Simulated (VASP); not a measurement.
# CuO: single point with PBE

CuO:

```
CELL_PARAMETERS angstrom
0.00000 2.11656 2.11656
2.11656 0.00000 2.11656
2.11656 2.11656 0.00000
ATOMIC_POSITIONS crystal
Cu 0.02950 0.02810 0.90803
O 0.47050 0.47190 0.59197
```

```json
{"Program": "VASP 6.6.1", "Task": "single point", "Functional": "PBE", "Potentials or basis": "VASP PAW PBE potentials, release 64 (Cu_sv_GW, O)", "Cutoff": "820 eV", "k mesh": "4 × 4 × 4", "Occupations": "fermi-dirac, width 0.05 eV", "Spin": "no spin polarisation"}
```

The pressure is 18.0 GPa. The largest force is 0.932 eV/Å and the band gap on the k mesh is zero (an odd number of electrons rules out a gap without spin polarisation).

Forces in eV/Å, atoms in the order of the input:
```
Cu   0.620  0.567 -0.403
O   -0.620 -0.567  0.403
```

Stress tensor (GPa, compression positive):
```
19.51 -3.23  2.64
-3.23 18.60  2.47
 2.64  2.47 15.82
```

Levels at points of the mesh, in eV from the Fermi level:
```
           k point  band 11  band 12  band 13  band 14  band 15  band 16
(0.00, 0.00, 0.00)    -0.54    -0.22    -0.18     1.45    16.90    18.10
(0.50, 0.00, 0.00)    -1.50    -0.35     0.45     6.47     9.18    14.70
(0.00, 0.50, 0.00)    -1.50    -0.36     0.43     6.48     9.18    14.70
(0.00, 0.00, 0.50)    -1.25     1.07     1.10     6.11     9.01    13.86
(0.50, 0.50, 0.50)    -1.50    -0.32     0.50     6.46     9.18    14.70
(0.50, 0.50, 0.00)    -1.68    -1.27    -1.16     5.31    11.00    11.21
(0.00, 0.50, 0.50)    -1.70    -1.30    -1.22     5.28    11.09    11.26
(0.50, 0.00, 0.50)    -1.70    -1.30    -1.21     5.29    11.07    11.25
```

Run time: 31 s on 1 thread of AMD EPYC 7R43 64-Core Processor (Zen 3), on a shared host, peak memory 0.15 GiB.

Caveat: the k points lie up to 0.64 Å⁻¹ apart, too coarse for converged energies and pressures of a metal; an odd number of electrons without spin polarisation forces a metal; a magnetic or distorted state may lie lower; semilocal functionals often make such compounds metallic where correlation or magnetic order opens a gap, which also shifts bond lengths. With open d or f shells a metallic result of PBE can be an artefact of self-interaction; +U or a hybrid may open a gap.
